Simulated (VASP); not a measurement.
Wanted: the native input for a VASP 6.6.1 run.

```yaml
Task: single point
Functional: PBE
Potentials_or_basis: VASP PAW PBE potentials, release 64 (Mo_sv)
Cutoff: 520 eV
k_mesh: 12 × 12 × 12
Occupations: methfessel-paxton, width 0.1 eV
Spin: no spin polarisation
Dipole_correction: no
Further_INCAR_settings: ALGO = Normal; EDIFF = 1e-06; NBANDS = 13
```

The structure of Mo lies in POSCAR:

```
Mo
1.0
   -1.5734150000      1.5734150000      1.5734150000
    1.5734150000     -1.5734150000      1.5734150000
    1.5734150000      1.5734150000     -1.5734150000
Mo
1
Direct
    0.0000000000      0.0000000000      0.0000000000
```

The input as run:

INCAR

```
SYSTEM = Mo
PREC = Accurate ; ENCUT = 520
EDIFF = 1E-6 ; ISMEAR = 1
SIGMA = 0.1 ; LREAL = .FALSE.
LASPH = .TRUE. ; NELM = 100
ALGO = Normal ; ISIF = 2
LWAVE = .FALSE. ; LCHARG = .TRUE.
GGA = PE ; LELF = .TRUE.
LVHAR = .TRUE. ; NBANDS = 13
```

KPOINTS

```
Automatic mesh
0
G
  12 12 12
  0 0 0
```

Potentials or basis: VASP PAW PBE potentials, release 64 (Mo_sv).

The run is started by

```console
$ cat potpaw_PBE.64/Mo_sv/POTCAR > POTCAR
$ mpirun -np 1 vasp_std > vasp.out
```

It gave:

- Pressure: 3.9 GPa
- Band gap on the k mesh: zero (band 7 reaches 16.65 eV, above the bottom of band 8 at 11.28 eV)

It took 19 s on 1 thread of Intel Xeon 8259CL, with other jobs on the host, peak memory 0.13 GiB.
